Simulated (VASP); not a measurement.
The system is Sn.

```
Sn
1.0
     0.00000    3.23334    3.23334
     3.23334    0.00000    3.23334
     3.23334    3.23334    0.00000
Sn
2
Direct
  0.75000 0.75000 0.75000
  0.50000 0.50000 0.50000
```

| Item | Value |
| --- | --- |
| Program | VASP 6.6.1 |
| Task | relaxation of cell and atoms |
| Functional | RPBE |
| Dispersion | D3(BJ) |
| Potentials or basis | VASP PAW PBE potentials, release 64 (Sn_d) |
| Cutoff | 600 eV |
| k mesh | 7 × 7 × 7 |
| Occupations | fermi-dirac, width 0.05 eV |
| Spin | no spin polarisation |

At the start: pressure -2.9 GPa; volume 33.80 Å³/atom.

**Question.** Where does the relaxation end?

**Answer.** Over 3 steps the energy falls by 19.6 meV/atom and the volume is 31.75 Å³/atom (-6.1 %); space group Fd-3m (No. 227, to 0.05 Å).

The path:
```csv
step,energy change (eV),largest force (eV/Å),pressure (GPa),volume (Å³)
1,0.0000,0.0000,-2.90,67.61
2,-0.0311,0.0000,1.53,61.80
3,-0.0393,0.0000,0.02,63.51
```

Final structure:
```
CELL_PARAMETERS angstrom
0.00000 3.16667 3.16667
3.16667 0.00000 3.16667
3.16667 3.16667 0.00000
ATOMIC_POSITIONS crystal
Sn 0.75000 0.75000 0.75000
Sn 0.50000 0.50000 0.50000
```

Caveat: the PAW data sets were made with another functional, which shifts forces and pressure a little; pairwise dispersion overbinds metals, which lowers pressure and volume.
